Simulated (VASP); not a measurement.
A run of VASP 6.6.1 is set up as follows.

The input POSCAR:

```
KCl
1.0
    0.0000000000      3.1448483221      3.1448483221
    3.1448483221      0.0000000000      3.1448483221
    3.1448483221      3.1448483221      0.0000000000
K Cl
1 1
Direct
    0.0000000000      0.0000000000      0.0000000000
    0.5000000000      0.5000000000      0.5000000000
```

INCAR.step1

```
SYSTEM = KCl
ALGO     = Normal         ! electronic algorithm
EDIFF    = 1E-4           ! SCF threshold, eV
ENCUT    = 520            ! plane-wave cutoff, eV
GGA      = PE             ! functional
ISMEAR   = 0              ! smearing method
LASPH    = .TRUE.         ! aspherical terms in the spheres
LCHARG   = .FALSE.        ! write CHGCAR
LREAL    = .FALSE.        ! projectors in reciprocal space
LWAVE    = .TRUE.         ! write WAVECAR
NBANDS   = 15             ! bands
NELM     = 80             ! most SCF steps
PREC     = Accurate       ! precision mode
SIGMA    = 0.01           ! smearing width, eV
```

File INCAR.step2:

```
SYSTEM = KCl
ALGO     = Normal         ! electronic algorithm
EDIFF    = 1E-7           ! SCF threshold, eV
ENCUT    = 520            ! plane-wave cutoff, eV
ISIF     = 2              ! what is computed and relaxed
ISMEAR   = 0              ! smearing method
ISTART   = 1            
LASPH    = .TRUE.         ! aspherical terms in the spheres
LCHARG   = .FALSE.        ! write CHGCAR
LMIXTAU  = .TRUE.       
LREAL    = .FALSE.        ! projectors in reciprocal space
LWAVE    = .FALSE.        ! write WAVECAR
METAGGA  = R2SCAN         ! meta-GGA
NBANDS   = 15             ! bands
NELM     = 80             ! most SCF steps
PREC     = Accurate       ! precision mode
SIGMA    = 0.01           ! smearing width, eV
```

Contents of KPOINTS:

```
k-points
0
G
  6 6 6
  0 0 0
```

Potentials or basis: VASP PAW PBE potentials, release 64 (K_sv, Cl).

Run with:

```sh
$ cat potpaw_PBE.64/K_sv/POTCAR potpaw_PBE.64/Cl/POTCAR > POTCAR
$ cp INCAR.step1 INCAR
$ mpirun -np 1 vasp_std > vasp.out
$ cp INCAR.step2 INCAR
$ mpirun -np 1 vasp_std > vasp.out
```

Question: What does it give for the band gap on the k mesh?

Answer: 5.84 eV, direct.

Question: Predict the pressure.

Answer: 0.0 GPa.

Caveat: the PAW data sets were made with another functional, which shifts forces and pressure a little. r2SCAN opens gaps a little over a GGA but as a rule still falls short of measured ones.
